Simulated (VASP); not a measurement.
**Cu: single point with PBEsol**

The system is Cu.

```
CELL_PARAMETERS angstrom
0.00000 1.72442 1.72442
1.72442 0.00000 1.72442
1.72442 1.72442 0.00000
ATOMIC_POSITIONS crystal
Cu 0.00000 0.00000 0.00000
```

| Item | Value |
| --- | --- |
| Program | VASP 6.6.1 |
| Task | single point |
| Functional | PBEsol |
| Potentials or basis | VASP PAW PBE potentials, release 64 (Cu) |
| Cutoff | 520 eV |
| k mesh | 20 × 20 × 20 |
| Occupations | gaussian, width 0.1 eV |
| Spin | no spin polarisation |
| Dipole correction | no |
| Further INCAR settings | ALGO = Normal; EDIFF = 1e-07; NBANDS = 12 |

```yaml
Pressure: 21.8 GPa
```

Levels at points of the mesh, in eV from the Fermi level:
```
           k point  band 4  band 5  band 6  band 7  band 8  band 9
(0.00, 0.00, 0.00)   -3.49   -2.46   -2.46   23.70   27.45   27.45
(0.50, 0.00, 0.00)   -1.75   -1.75   -1.46    4.52   22.13   24.30
(0.50, 0.50, 0.00)   -1.58   -1.58    1.36    8.15   14.18   14.18
```

Run time: 17 s on 1 thread of Intel(R) Xeon(R) Platinum 8559C (Emerald Rapids), with other jobs on the host, peak memory 0.13 GiB.

Caveat: the PAW data sets were made with another functional, which shifts forces and pressure a little.
